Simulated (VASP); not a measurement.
# CaS (Oldhamite) (Fm-3m) in VASP: a series of runs

The runs below take CaS (Oldhamite) through single point, relaxation of cell and atoms, with PBEsol.

Program: VASP 6.6.1. These are calculated values, not measurements. Logs are shortened: lines on timing, memory, paths and dates and some standing lists are left out, and cuts for length are marked.

## (1) The cell of the first run

It takes space group Fm-3m (No. 225, cubic). Conventional cell: a = 5.604 Å, b = 5.604 Å, c = 5.604 Å, α = 90.00°, β = 90.00°, γ = 90.00°. Ca (site symmetry m-3m) has 6 S at 2.80 Å within 3.7 Å. S (site symmetry m-3m) has 6 Ca at 2.80 Å within 3.7 Å.

## (2) Single point, PBEsol

The input, INCAR:

```
ALGO = Normal
EDIFF = 1E-6
ENCUT = 500
GGA = PS
GGA_COMPAT = F
ISIF = 2
ISMEAR = 0
LASPH = T
LCHARG = F
LREAL = F
LWAVE = F
NBANDS = 15
NELM = 120
PREC = Accurate
SIGMA = 0.01
```

The input, KPOINTS:

```
k-points
0
Gamma
  8 8 8
```

The input, POSCAR:

```
CaS
1.0
    0.0000000000      2.8020983317      2.8020983317
    2.8020983317      0.0000000000      2.8020983317
    2.8020983317      2.8020983317      0.0000000000
Ca S
1 1
Direct
    0.0000000000      0.0000000000      0.0000000000
    0.5000000000      0.5000000000      0.5000000000
```

Potentials or basis: VASP PAW PBE potentials, release 64 (Ca_sv, S).

Started as:

```console
cat potpaw_PBE.64/Ca_sv/POTCAR potpaw_PBE.64/S/POTCAR > POTCAR
mpirun -np 1 vasp_std > vasp.out
```

OUTCAR:

```text
EDIFF = 1E-6
   ENCUT = 500
   GGA = PS
   ISIF = 2
   ISMEAR = 0
   LASPH = T
   LREAL = F
   NELM = 120
   PREC = Accurate

 ion  position               nearest neighbor table
   1  0.000  0.000  0.000-   2 2.80   2 2.80   2 2.80   2 2.80   2 2.80   2 2.80
   2  0.500  0.500  0.500-   1 2.80   1 2.80   1 2.80   1 2.80   1 2.80   1 2.80

  LATTYP: Found a face centered cubic cell.
 ALAT       =     5.6041966634

  Lattice vectors:

 A1 = (   0.0000000000,   2.8020983317,   2.8020983317)
 A2 = (   2.8020983317,   0.0000000000,   2.8020983317)
 A3 = (   2.8020983317,   2.8020983317,   0.0000000000)

Analysis of symmetry for initial positions (statically):
=====================================================================
 Subroutine PRICEL returns:
 Original cell was already a primitive cell.

 Routine SETGRP: Setting up the symmetry group for a
 face centered cubic supercell.

 Subroutine GETGRP returns: Found 48 space group operations
 (whereof 48 operations were pure point group operations)
 out of a pool of 48 trial point group operations.

The static configuration has the point symmetry O_h .

Analysis of symmetry for dynamics (positions and initial velocities):
=====================================================================
 Subroutine PRICEL returns:
 Original cell was already a primitive cell.

 Routine SETGRP: Setting up the symmetry group for a
 face centered cubic supercell.

 Subroutine GETGRP returns: Found 48 space group operations
 (whereof 48 operations were pure point group operations)
 out of a pool of 48 trial point group operations.

The dynamic configuration has the point symmetry O_h .

 Subroutine INISYM returns: Found 48 space group operations
 (whereof 48 operations are pure point group operations),
 and found     1 'primitive' translations

----------------------------------------------------------------------------------------

                                     Primitive cell

  volume of cell :      44.0028

  direct lattice vectors                    reciprocal lattice vectors
     0.000000000  2.802098332  2.802098332    -0.178437707  0.178437707  0.178437707
     2.802098332  0.000000000  2.802098332     0.178437707 -0.178437707  0.178437707
     2.802098332  2.802098332  0.000000000     0.178437707  0.178437707 -0.178437707

  length of vectors
     3.962765464  3.962765464  3.962765464     0.309063174  0.309063174  0.309063174

  position of ions in fractional coordinates (direct lattice)
     0.000000000  0.000000000  0.000000000
     0.500000000  0.500000000  0.500000000

  ion indices of the primitive-cell ions
   primitive index   ion index
                 1           1
                 2           2

----------------------------------------------------------------------------------------

 KPOINTS: k-points

Automatic generation of k-mesh.
 Grid dimensions read from file:
 generate k-points for:    8    8    8

 Generating k-lattice:

  Cartesian coordinates                     Fractional coordinates (reciprocal lattice)
    -0.022304713  0.022304713  0.022304713     0.125000000  0.000000000  0.000000000
     0.022304713 -0.022304713  0.022304713     0.000000000  0.125000000  0.000000000
     0.022304713  0.022304713 -0.022304713     0.000000000  0.000000000  0.125000000

  Length of vectors
     0.038632897  0.038632897  0.038632897

  Shift w.r.t. Gamma in fractional coordinates (k-lattice)
     0.000000000  0.000000000  0.000000000

 Subroutine IBZKPT returns following result:
 ===========================================

 Found     29 irreducible k-points:

 Following reciprocal coordinates:
            Coordinates               Weight
  0.000000  0.000000  0.000000      1.000000
  0.125000  0.000000  0.000000      8.000000
  0.250000  0.000000  0.000000      8.000000
  0.375000  0.000000  0.000000      8.000000
  0.500000  0.000000  0.000000      4.000000
  0.125000  0.125000  0.000000      6.000000
[... 16 lines left out ...]
  0.500000  0.250000  0.125000     48.000000
 -0.375000  0.250000  0.125000     24.000000
 [... further k-points ...]
   k-points           NKPTS =     29   k-points in BZ     NKDIM =     29   number of bands    NBANDS=     15
   number of dos      NEDOS =    301   number of ions     NIONS =      2
   total plane-waves  NPLWV =  27000
   dimension x,y,z NGX =    30 NGY =   30 NGZ =   30
   dimension x,y,z NGXF=    60 NGYF=   60 NGZF=   60
   ions per type =               1   1
   NGX,Y,Z   is equivalent  to a cutoff of  12.59, 12.59, 12.59 a.u.
   NGXF,Y,Z  is equivalent  to a cutoff of  25.17, 25.17, 25.17 a.u.
 SYSTEM =  unknown system
   PREC   = accura    normal or accurate (medium, high low for compatibility)
   ISTART =      0    job   : 0-new  1-cont  2-samecut
   ICHARG =      2    charge: 1-file 2-atom 10-const
   ISPIN  =      1    spin polarized calculation?
   LNONCOLLINEAR =      F non collinear calculations
   LSORBIT =      F    spin-orbit coupling
   LASPH  =      T    aspherical Exc in radial PAW
   ENCUT  =  500.0 eV  36.75 Ry    6.06 a.u.   7.23  7.23  7.23*2*pi/ulx,y,z
   NELM   =    120;   NELMIN=  2; NELMDL= -5     # of ELM steps
   EDIFF  = 0.1E-05   stopping-criterion for ELM
   LREAL  =      F    real-space projection
   EDIFFG = 0.1E-04   stopping-criterion for IOM
   NSW    =      0    number of steps for IOM
   IBRION =     -1    ionic relax: 0-MD 1-quasi-New 2-CG
   NFREE  =      0    steps in history (QN), initial steepest desc. (CG)
   ISIF   =      2    stress and relaxation
   ISYM   =      2    0-nonsym 1-usesym 2-fastsym
   POTIM  = 0.5000    time-step for ionic-motion
   TEBEG  =    0.0;   TEEND  =   0.0 temperature during run
   PSTRESS=    0.0 pullay stress
   NELECT =      16.0000    total number of electrons
   NUPDOWN=      -1.0000    fix difference up-down
   EMIN   =  10.00;   EMAX   =-10.00  energy-range for DOS
   EFERMI =   0.00;   METHOD = LEGACY
   ISMEAR =     0;   SIGMA  =   0.01  broadening in eV -4-tet -1-fermi 0-gaus
   EFERMI_NEDOS =   21; number of points for ismear=-14 and -15
   IALGO  =     38    algorithm
   IMIX   =      4    mixing-type and parameters
     AMIX     =   0.40;   BMIX     =  1.00
     AMIX_MAG =   1.60;   BMIX_MAG =  1.00
  volume/ion in A,a.u.               =      22.00       148.47
  Fermi-wavevector in a.u.,A,eV,Ry     =   1.168480  2.208108 18.576668  1.365347
  Thomas-Fermi vector in A             =   2.304967
   LORBIT       =      0    0 simple, 1 ext, 2 COOP (PROOUT), +10 PAW based schemes
   GGA     = PS    functional components
   LHFCALC =     F    Hartree Fock is set to
   AEXX    =    0.0000 exact exchange contribution
   IVDW    =     0    specifies the selected vdW correction
   LEPSILON=     F    determine dielectric tensor
   LRPA    =     F    only Hartree local field effects (RPA)
 non-spin polarized calculation
 Gauss-broadening in eV      SIGMA  =   0.01
  energy-cutoff  :      500.00
  volume of cell :       44.00
 maximum number of plane-waves:      1139
 NGX is ok and might be reduce to    30
   NGX = 15   NGY = 15   NGZ = 15

 number of electron      15.9999998 magnetization

 Free energy of the ion-electron system (eV)
  ---------------------------------------------------
  ext. energy  EPLUGINS =         0.00000000
  ---------------------------------------------------
  free energy    TOTEN  =       -10.91272649 eV

  energy without entropy =      -10.91272649  energy(sigma->0) =      -10.91272649

 E-fermi :   3.0523     XC(G=0):  -9.7174

 val. band max:        3.0013816196   @ k =   0.0000   0.0000   0.0000
 cond. band min:       5.1128743797   @ k =   0.5000   0.5000   0.0000
 fundamental gap:      2.1114927600
 Fermi energy:         3.0523352204

 k-point     1 :       0.0000    0.0000    0.0000
  band No.  band energies     occupation
      1     -35.8327      2.00000
      2     -16.9013      2.00000
      3     -16.9013      2.00000
      4     -16.9013      2.00000
      5      -8.4945      2.00000
      6       3.0014      2.00000
      7       3.0014      2.00000
      8       3.0014      2.00000
      9       7.0689      0.00000
     10       7.0689      0.00000
     11       7.0689      0.00000
     12       7.2754      0.00000
     13       7.7417      0.00000
     14       7.7417      0.00000
     15      13.7459      0.00000

 k-point     2 :       0.1250    0.0000    0.0000
  band No.  band energies     occupation
      1     -35.8305      2.00000
      2     -16.9343      2.00000
      3     -16.9037      2.00000
      4     -16.9037      2.00000
      5      -8.3699      2.00000
      6       2.2877      2.00000
      7       2.7461      2.00000
      8       2.7461      2.00000
      9       7.0850      0.00000
     10       7.3173      0.00000
     11       7.3173      0.00000
     12       8.0633      0.00000
     13       8.1916      0.00000
     14       8.1916      0.00000
     15      14.0231      0.00000

 k-point     3 :       0.2500    0.0000    0.0000
  band No.  band energies     occupation
      1     -35.8251      2.00000
      2     -17.0122      2.00000
      3     -16.9094      2.00000
      4     -16.9094      2.00000
      5      -8.0532      2.00000
      6       1.0374      2.00000
      7       2.2534      2.00000
      8       2.2534      2.00000
      9       7.2098      0.00000
     10       7.9455      0.00000
     11       7.9455      0.00000
     12       9.3008      0.00000
     13       9.3008      0.00000
     14       9.4506      0.00000
     15      13.5787      0.00000
[... 343 lines left out ...]
 k-point    23 :       0.5000    0.2500    0.1250
  band No.  band energies     occupation
      1     -35.8167      2.00000
      2     -17.0615      2.00000
      3     -16.9603      2.00000
      4     -16.9284      2.00000
      5      -7.6949      2.00000
      6       0.3094      2.00000
      7       1.5752      2.00000
      8       1.8187      2.00000
      9       7.2362      0.00000
     10       8.9528      0.00000
     11       9.2479      0.00000
     12       9.3995      0.00000
     13      10.0432      0.00000
     14      11.6744      0.00000
     15      12.0239      0.00000

 k-point    24 :      -0.3750    0.2500    0.1250
  band No.  band energies     occupation
      1     -35.8149      2.00000
      2     -17.0775      2.00000
      3     -16.9643      2.00000
      4     -16.9343      2.00000
      5      -7.6044      2.00000
      6       0.1675      2.00000
      7       1.3742      2.00000
      8       1.7223      2.00000
      9       7.9557      0.00000
     10       8.3101      0.00000
     11       9.5781      0.00000
     12       9.9319      0.00000
     13      10.2139      0.00000
     14      11.1632      0.00000
     15      12.6084      0.00000

 [... further k-points ...]
[... 5 lines left out ...]
  --------------------------------------------------------------------------------------
  -------------------------------------------------------------------------------------
  Total        0.3259746      0.3259746      0.3259746      0.0000000     -0.0000000      0.0000000
  in kB       11.8690040     11.8690040     11.8690040      0.0000000     -0.0000000      0.0000000
  external PRESSURE =      11.8690040 kB  Pullay stress =       0.0000000 kB

 VOLUME and BASIS-vectors are now :
 -----------------------------------------------------------------------------
  energy-cutoff  :      500.00
  volume of cell :       44.00
      direct lattice vectors                 reciprocal lattice vectors
     0.000000000  2.802098332  2.802098332    -0.178437707  0.178437707  0.178437707
     2.802098332  0.000000000  2.802098332     0.178437707 -0.178437707  0.178437707
     2.802098332  2.802098332  0.000000000     0.178437707  0.178437707 -0.178437707

 POSITION                                       TOTAL-FORCE (eV/Angst)
 -----------------------------------------------------------------------------------
      0.00000      0.00000      0.00000        -0.000000     -0.000000     -0.000000
      2.80210      2.80210      2.80210         0.000000      0.000000      0.000000
 -----------------------------------------------------------------------------------
    total drift:                               -0.000000      0.000000      0.000000

  FREE ENERGIE OF THE ION-ELECTRON SYSTEM (eV)
  ---------------------------------------------------
  free  energy   TOTEN  =       -10.9127264857 eV

  energy  without entropy=      -10.9127264857  energy(sigma->0) =      -10.91272649
```

Run time: 38 s. Hardware: 1 thread of Intel Xeon 8259CL, shared host; peak memory 0.17 GiB.

What came out:

```
Free energy            : -10.9127 eV
Pressure               : 1.2 GPa
Band gap on the k mesh : 2.11 eV, indirect (least direct gap 2.97 eV)
```

Levels at points of the mesh, in eV from the valence-band top:
```
           k point  band 6  band 7  band 8  band 9  band 10  band 11
(0.00, 0.00, 0.00)    0.00    0.00    0.00    4.07     4.07     4.07
(0.50, 0.00, 0.00)   -3.33   -1.28   -1.28    5.15     6.17     6.31
(0.50, 0.50, 0.00)   -2.42   -0.86   -0.86    2.11     5.67     6.13
```

Caveat: the PAW data sets were made with another functional, which shifts forces and pressure a little. A k mesh can miss the band edges.

## (3) Relaxation of cell and atoms, PBEsol, target pressure 1 GPa, at which the enthalpy is minimised

This run uses another cell than the first one, of 22.36 Å³/atom, 1.016 times its volume.

The input, INCAR:

```
SYSTEM = CaS
ALGO = Normal
EDIFF = 1E-7
EDIFFG = -0.002
ENCUT = 500
GGA = PS
GGA_COMPAT = .False.
IBRION = 2
ISIF = 3
ISMEAR = 0
LASPH = .True.
LCHARG = .False.
LREAL = .False.
LWAVE = .False.
NELM = 120
NELMIN = 4
NSW = 100
PREC = Accurate
PSTRESS = 10.0
SIGMA = 0.01
```

The input, KPOINTS:

```
k-points
0
Gamma
  8 8 8
  0 0 0
```

The input, POSCAR:

```
CaS
1.0
    0.0000000000      2.8171705071      2.8171705071
    2.8171705071      0.0000000000      2.8171705071
    2.8171705071      2.8171705071      0.0000000000
Ca S
1 1
Direct
    0.0000000000      0.0000000000      0.0000000000
    0.5000000000      0.5000000000      0.5000000000
```

Potentials or basis: VASP PAW PBE potentials, release 64 (Ca_sv, S).

Started as:

```console
cat potpaw_PBE.64/Ca_sv/POTCAR potpaw_PBE.64/S/POTCAR > POTCAR
mpirun -np 1 vasp_std > vasp.out
```

Wall time 88 s (1 thread of Intel Xeon 8259CL, shared host); peak memory 0.18 GiB.

The run converged. Its results:

```yaml
Free_energy: -10.9139 eV
Relaxed_volume: 22.06 Å³/atom
Relaxed_cell: a = 3.966 Å, b = 3.966 Å, c = 3.966 Å, α = 60.00°, β = 60.00°, γ = 60.00°
Space_group_after_relaxing_to_0.05_Å: Fm-3m (No. 225)
Energy_change_on_relaxing_the_enthalpy_is_what_falls: +1.1 meV/atom
Ionic_steps: 3
Pressure_after_relaxing: 1.0 GPa
Band_gap_on_the_k_mesh: 2.12 eV, indirect (least direct gap 2.97 eV)
```

Step by step:
| step | energy change (eV) | largest force (eV/Å) | pressure (GPa) | volume (Å³) |
| --- | --- | --- | --- | --- |
| 1 | 0.0000 | 0.0000 | 0.15 | 44.72 |
| 2 | 0.0033 | 0.0000 | 1.26 | 43.95 |
| 3 | 0.0021 | 0.0000 | 1.01 | 44.13 |

Final structure:
```cif
data_structure
_symmetry_space_group_name_H-M 'P 1'
_symmetry_Int_Tables_number 1
_cell_length_a 3.9665
_cell_length_b 3.9665
_cell_length_c 3.9665
_cell_angle_alpha 60.000
_cell_angle_beta 60.000
_cell_angle_gamma 60.000
_cell_volume 44.13
loop_
_atom_site_label
_atom_site_type_symbol
_atom_site_fract_x
_atom_site_fract_y
_atom_site_fract_z
_atom_site_occupancy
Ca1 Ca 0.00000 0.00000 0.00000 1
S1 S 0.50000 0.50000 0.50000 1
```

Levels at points of the mesh, in eV from the valence-band top:
```tsv
k point	band 6	band 7	band 8	band 9	band 10	band 11
(0.00, 0.00, 0.00)	0.00	0.00	0.00	4.07	4.07	4.07
(0.50, 0.00, 0.00)	-3.32	-1.28	-1.28	5.14	6.17	6.30
(0.50, 0.50, 0.00)	-2.42	-0.85	-0.85	2.12	5.66	6.11
```

Caveat: the cell is relaxed towards a set pressure, so the enthalpy falls and the energy may rise; the PAW data sets were made with another functional, which shifts forces and pressure a little. PBEsol gaps usually lie below the measured ones, often by a third to a half.
